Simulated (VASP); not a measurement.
Wanted: the native input for a VASP 6.6.1 run.

```yaml
Task: relaxation of cell and atoms
Functional: PBE
Potentials_or_basis: VASP PAW PBE potentials, release 64 (Nb_sv, Cd, B)
Cutoff: 600 eV
k_mesh: 4 × 4 × 4
Occupations: gaussian, width 0.1 eV
Spin: no spin polarisation
Dipole_correction: no
Further_INCAR_settings: ALGO = Fast; EDIFF = 1e-06; IBRION = 2; EDIFFG = -0.04; NSW = 90; ISIF = 3
```

The structure of Nb3CdB lies in POSCAR:

```
Nb3CdB
1.0
    4.1303616800      0.0000000000      0.0000000000
    0.0000000000      4.1303616800      0.0000000000
    0.0000000000      0.0000000000      4.1303616800
Nb Cd B
3 1 1
Direct
    0.0000000000      0.0000000000      0.5000000000
    0.5000000000      0.0000000000      0.0000000000
    0.0000000000      0.5000000000      0.0000000000
    0.5000000000      0.5000000000      0.5000000000
    0.0000000000      0.0000000000      0.0000000000
```

The cell was built from a structure type or drawn by symmetry, and may not be a known phase.

The input as run:

INCAR

```
PREC = Accurate
ENCUT = 600
EDIFF = 1E-6
ISMEAR = 0
SIGMA = 0.1
LREAL = F
LASPH = T
NELM = 80
ALGO = Fast
ISIF = 3
LWAVE = F
LCHARG = F
GGA = PE
IBRION = 2
NSW = 90
EDIFFG = -0.04
```

KPOINTS

```
Automatic mesh
0
Gamma
  4 4 4
```

Potentials or basis: VASP PAW PBE potentials, release 64 (Nb_sv, Cd, B).

Command:

```console
$ cat potpaw_PBE.64/Nb_sv/POTCAR potpaw_PBE.64/Cd/POTCAR potpaw_PBE.64/B/POTCAR > POTCAR
$ mpirun -np 1 vasp_std > vasp.out
```

It gave:

```yaml
Relaxed_volume: 17.07 Å³/atom
Relaxed_cell: a = 4.403 Å, b = 4.403 Å, c = 4.403 Å, α = 90.00°, β = 90.00°, γ = 90.00°
Space_group_after_relaxing_to_0.1_Å: Pm-3m (No. 221)
Energy_gained_by_relaxing: 349.2 meV/atom
Ionic_steps: 5
Pressure_after_relaxing: 0.1 GPa
Band_gap_on_the_k_mesh: zero (bands 27 and 28 overlap by 0.05 eV)
```

Caveat: the k points lie up to 0.36 Å⁻¹ apart in the final cell; the volume moved by over 15 % at a fixed basis, so the end points are rough.

Wall time 3.3 min on 1 thread of AMD EPYC 9R45 96-Core Processor (Zen 5) (shared host), peak memory 0.19 GiB.
